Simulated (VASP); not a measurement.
Set up this calculation in VASP 6.6.1, as the native input.

- Task: single point
- Functional: PBE
- Dispersion: D3(BJ)
- Potentials or basis: VASP PAW PBE potentials, release 64 (C, N, H)
- Cutoff: 520 eV
- k mesh: 1 × 1 × 1
- Occupations: fermi-dirac, width 0.05 eV
- Spin: no spin polarisation
- Dipole correction: no
- Further INCAR settings: LREAL = Auto; ALGO = Normal; EDIFF = 1e-07; NBANDS = 72

The structure of H3C2N lies in POSCAR:

```
H3C2N
1.0
    8.0517480000      0.0000000000      0.0000000000
    0.0000000000      8.0517480000      0.0000000000
    0.0000000000      0.0000000000      8.0517480000
C N H
12 6 18
Direct
    0.6334525124      0.2937374592      0.3413171898
    0.7423481212      0.3464092518      0.4777968709
   -0.0805415172      0.0748160524      0.8411092846
    0.0302915591      0.2047257316      0.9202970585
    0.1241717947      0.6104016171      0.7482598810
    0.2593225719      0.5336108383      0.6538828587
    0.3403360363      0.7527682188      0.2885460399
    0.1947900009      0.8246904896      0.2181017091
    0.4872482348      0.2246220324      0.8675880070
    0.4496290743      0.1235632312      0.7264261127
    0.6650232968      0.7788122529      0.5917100237
    0.6108363054      0.6898998826      0.7379515603
    0.8174374061      0.3891825725      0.5955476997
    0.1234141953      0.2773435035      1.0042788224
    0.3706400151      0.4662962626      0.5916479254
    0.0817710639      0.8899682404      0.1504393829
    0.4060484754      0.0482379727      0.6082405957
    0.5771541782      0.6458100775      0.8773374428
    0.6434876005      0.3940014019      0.2485919828
    0.6976000739      0.1746949855      0.2803490621
    0.5138014752      0.2694445976      0.4067315569
   -0.0134877545      0.0258825785      0.7354055293
   -0.0834973971     -0.0160213658      0.9477817736
   -0.2033223096      0.1235756509      0.7990935633
    0.1384544077      0.5497191417      0.8692398222
    0.1245443846      0.7565934751      0.7307854145
    0.0173378501      0.5537431127      0.7021705101
    0.3288851067      0.6160277247      0.2784985322
    0.4439905471      0.7977398200      0.2187847906
    0.3585308432      0.7924490434      0.4171764938
    0.5723850274      0.3229733469      0.8411713829
    0.3788618322      0.2863974382      0.9113549008
    0.5414103869      0.1253144038      0.9597667488
    0.5831528756      0.8898564635      0.5566244746
    0.7982117672      0.8244420963      0.6039061332
    0.6430529122      0.6953769542      0.4850126954
```

One way to write it, as run:

INCAR

```
SYSTEM = H3C2N
  PREC = Accurate
  ENCUT = 520
  EDIFF = 1E-7
  ISMEAR = -1
  SIGMA = 0.05
  LREAL = Auto
  LASPH = .TRUE.
  NELM = 100
  ALGO = Normal
  ISIF = 2
  LWAVE = .FALSE.
  LCHARG = .FALSE.
  GGA = PE
  IVDW = 12
  NBANDS = 72
```

KPOINTS

```
Automatic mesh
0
G
  1 1 1
  0 0 0
```

Potentials or basis: VASP PAW PBE potentials, release 64 (C, N, H).

Command:

```console
$ cat potpaw_PBE.64/C/POTCAR potpaw_PBE.64/N/POTCAR potpaw_PBE.64/H/POTCAR > POTCAR
$ mpirun -np 1 vasp_gam > vasp.out
```

It gave:

```json
{"Pressure": "-1.6 GPa", "Largest force": "4.477 eV/Å", "Band gap on the k mesh": "5.77 eV", "Dispersion energy per atom": "-0.046 eV"}
```

Caveat: the k points lie up to 0.78 Å⁻¹ apart; the atoms stand as in a frame of molecular dynamics.

Run time: 110 s on 1 thread of Intel Xeon 8259CL, on a shared host, peak memory 0.47 GiB.
